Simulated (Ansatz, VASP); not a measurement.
TiO2 in VASP and in Ansatz

```
CELL_PARAMETERS angstrom
4.59220 0.00000 0.00000
0.00000 4.59220 0.00000
0.00000 0.00000 2.95740
ATOMIC_POSITIONS crystal
Ti 0.00000 0.00000 0.00000
Ti 0.50000 0.50000 0.50000
O 0.30496 0.30496 0.00000
O 0.19504 0.80496 0.50000
O 0.69504 0.69504 0.00000
O 0.80496 0.19504 0.50000
```

Alike in both runs: task single point; functional PBE; k mesh 4 × 4 × 6; no spin polarisation.

|  | VASP | Ansatz |
| --- | --- | --- |
| version | VASP 6.6.1 | Ansatz 0.2.0 |
| potentials or method | VASP PAW PBE potentials, release 64 (Ti_sv, O), cutoff 520 eV | plane waves, PAW |
| occupations | gaussian, width 0.01 eV | fixed |
| valence electrons in the cell | 48 | 48 |

Ansatz gave:

| Property | Result |
| --- | --- |
| pressure (GPa) | 5.4 |
| traceless stress, the component that is largest in VASP (GPa) | -0.52 |

**Question.** Which values does VASP return?

**Answer.** Pressure (GPa): 6.1; traceless stress, the component that is largest in VASP (GPa): -0.30.
